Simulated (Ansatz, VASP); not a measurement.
# One calculation of Re, two programs

```
Re
1.0
     0.00000    1.94015    1.94015
     1.94015    0.00000    1.94015
     1.94015    1.94015    0.00000
Re
1
Direct
  0.50000 0.50000 0.50000
```

Alike in both runs: functional PBEsol; k mesh 24 × 24 × 24; occupations gaussian, width 0.1 eV; no spin polarisation.

Ansatz relaxed the structure, and its values are those at the end. VASP's run is a single point on that final structure, the one shown.

|  | VASP | Ansatz |
| --- | --- | --- |
| version | VASP 6.6.1 | Ansatz 0.2.0 |
| potentials or method | VASP PAW PBE potentials, release 64 (Re), cutoff 520 eV | scalar-relativistic, plane waves, PAW |
| valence electrons in the cell | 7 | 15 |

|  | VASP | Ansatz | Ansatz less VASP |
| --- | --- | --- | --- |
| gap on the k mesh at the Fermi level (eV) | none | none | - |
| pressure (GPa) | 0.0 | 0.0 | +0.04 |

VASP's potentials were made for PBE, not for PBEsol. A gap of «none» marks a metal or a gap that the smearing closes. The functional is the same, so the differences come from potentials, cutoffs and numerics. VASP's potentials hold 7 valence electrons a cell and Ansatz's 15, so a difference there can come from the potentials and not from the codes.

Spin-orbit coupling is off throughout.
